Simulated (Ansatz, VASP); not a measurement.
# Two plane-wave programs on SiGe4Pt

```
Si Ge Pt
1.0
     0.00000    3.84987    3.84987
     3.84987    0.00000    3.84987
     3.84987    3.84987    0.00000
Si Ge Pt
1 4 1
Direct
  0.00000 0.00000 0.00000
  0.12345 0.62552 0.62552
  0.62552 0.12345 0.62552
  0.62552 0.62552 0.12345
  0.62552 0.62552 0.62552
  0.25000 0.25000 0.25000
```

Change from the starting cell: species swapped into the TbInPt4 type (F-43m, No. 216).

Alike in both runs: functional PBE; k mesh 4 × 4 × 4; occupations gaussian, width 0.1 eV; no spin polarisation.

Ansatz relaxed the structure, and its values are those at the end. VASP's run is a single point on that final structure, the one shown.

|  | VASP | Ansatz |
| --- | --- | --- |
| version | VASP 6.6.1 | Ansatz 0.2.0 |
| potentials or method | VASP PAW PBE potentials, release 64 (Si, Ge_d, Pt), cutoff 520 eV | scalar-relativistic, plane waves, PAW |
| valence electrons in the cell | 70 | 78 |

```csv
,VASP,Ansatz,Ansatz less VASP
gap on the k mesh at the Fermi level (eV),none,none,-
pressure (GPa),-0.2,-0.2,-0.04
rms of the force components (eV/Å),0.006,0.005,-0.0008
```

A gap of «none» marks a metal or a gap that the smearing closes. VASP's potentials hold 70 valence electrons a cell and Ansatz's 78, so a difference there can come from the potentials and not from the codes.

Spin-orbit coupling is off throughout.
